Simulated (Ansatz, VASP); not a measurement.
**Ge in VASP and in Ansatz**

File INCAR:

```
  ALGO = Normal
  EDIFF = 1E-6
  ENCUT = 520
  ISIF = 2
  ISMEAR = -1
  LASPH = True
  LCHARG = True
  LELF = True
  LREAL = False
  LVHAR = True
  LWAVE = False
  NBANDS = 21
  NELM = 80
  PREC = Accurate
  SIGMA = 0.1
```

Contents of KPOINTS:

```
k-points
0
Gamma
  14 14 8
```

Contents of POSCAR:

```
Ge
1.0
    2.9887112133      0.0000000000      0.0000000000
   -1.4943556066      2.5882998353      0.0000000000
    0.0000000000      0.0000000000      4.6399390237
Ge
2
Direct
    0.3333333333      0.6666666667      0.2500000000
    0.6666666667      0.3333333333      0.7500000000
```

Input for Ansatz:

```yaml
crystal:
  lattice:
    - [2.9887112133, 0.0, 0.0]
    - [-1.4943556066, 2.5882998353, 0.0]
    - [0.0, 0.0, 4.6399390237]
  atoms:
    - { symbol: Ge, position: [0.3333333333, 0.6666666667, 0.25] }
    - { symbol: Ge, position: [0.6666666667, 0.3333333333, 0.75] }
hamiltonian:
  xc: lda
  pseudopotentials:
    kind: paw
    azcp:
      Ge: "pseudopotentials/Ge.paw.azcp"
basis:
  ecutwfc: 420
  fft_grid_basis: typed
kpoints:
  mp_grid: { grid: [14, 14, 8], shift: [0, 0, 0] }
magnetization:
  spin_polarized: false
scf:
  occupations: { method: fermi_dirac, width: 0.1 }
  lower_state_search: "off"
output:
  stress: true
```

Alike in both runs: task single point; functional LDA; k mesh 14 × 14 × 8; occupations fermi-dirac, width 0.1 eV; no spin polarisation.

```csv
,VASP,Ansatz
version,VASP 6.6.1,Ansatz 0.2.0
potentials or method,"VASP PAW LDA potentials, release 64 (Ge_d), cutoff 520 eV","plane waves (420 eV) with PAW, scalar-relativistic"
valence electrons in the cell,28,28
```

```tsv
	VASP	Ansatz	Ansatz less VASP
pressure (GPa)	0.1	0.2	+0.07
traceless stress, the component that is largest in VASP (GPa)	1.71	1.72	+0.016
```

Ansatz warns that its potentials were made for another functional, while VASP's fit it. LDA's correlation is that of Perdew and Zunger in VASP and of Perdew and Wang (1992) in Ansatz.
